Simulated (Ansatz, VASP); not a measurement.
# Mo in VASP and in Ansatz

```
CELL_PARAMETERS angstrom
-1.52387 1.52387 1.59457
1.52387 -1.52387 1.59457
1.52387 1.52387 -1.59457
ATOMIC_POSITIONS crystal
Mo 0.00000 0.00000 0.00000
```

Change from the starting cell: strain -0.030 along x and y, +0.015 along z, atoms carried along.

Alike in both runs: task single point; functional PBE; k mesh 22 × 22 × 22; occupations gaussian, width 0.15 eV; no spin polarisation.

|  | VASP | Ansatz |
| --- | --- | --- |
| version | VASP 6.6.1 | Ansatz 0.2.0 |
| potentials or method | VASP PAW PBE potentials, release 64 (Mo_sv), cutoff 520 eV | scalar-relativistic, plane waves, PAW |
| valence electrons in the cell | 14 | 14 |

```csv
,VASP,Ansatz,Ansatz less VASP
gap on the k mesh at the Fermi level (eV),none,none,-
pressure (GPa),19.9,19.2,-0.68
"traceless stress, the component that is largest in VASP (GPa)",-10.09,-10.09,-0.003
```

A gap of «none» marks a metal or a gap that the smearing closes.
